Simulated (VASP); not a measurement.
Set up this calculation in VASP 6.6.1, as the native input.

```yaml
Task: relaxation of shape and atoms at fixed volume
Functional: PBE
Potentials_or_basis: VASP PAW PBE potentials, release 64 (Rh_pv)
Cutoff: 600 eV
k_mesh: 18 × 18 × 10
Occupations: gaussian, width 0.1 eV
Spin: no spin polarisation
Dipole_correction: no
Further_INCAR_settings: ALGO = Fast; EDIFF = 1e-07; IBRION = 2; EDIFFG = -0.01; NSW = 50; ISIF = 4
```

The structure of Rh lies in POSCAR:

```
Rh
1.0
    2.7517689887      0.0000000000      0.0000000000
   -1.3758844943      2.3831018495      0.0000000000
    0.0000000000      0.0000000000      4.4282598010
Rh
2
Direct
    0.6666666667      0.3333333333      0.7500000000
    0.3333333333      0.6666666667      0.2500000000
```

This isn't the form of Rh at room conditions, which is fcc.

The input as run:

INCAR

```
  PREC = Accurate
  ENCUT = 600
  EDIFF = 1E-7
  ISMEAR = 0
  SIGMA = 0.1
  LREAL = False
  LASPH = True
  NELM = 80
  ALGO = Fast
  ISIF = 4
  LWAVE = False
  LCHARG = False
  GGA = PE
  IBRION = 2
  NSW = 50
  EDIFFG = -0.01
```

KPOINTS

```
regular mesh
0
Gamma
  18 18 10
```

Potentials or basis: VASP PAW PBE potentials, release 64 (Rh_pv).

The run is started by

```bash
$ cat potpaw_PBE.64/Rh_pv/POTCAR > POTCAR
$ mpirun -np 1 vasp_std > vasp.out
```

Results of the run:

* Energy gained by relaxing: 0.0 meV/atom
* Ionic steps: 2
* Pressure after relaxing: -7.1 GPa
* Band gap on the k mesh: zero (bands 15 and 16 overlap by 2.21 eV)

Run time: 72 s on 1 thread of Intel(R) Xeon(R) 6975P-C (Granite Rapids), on a shared host, peak memory 0.25 GiB.
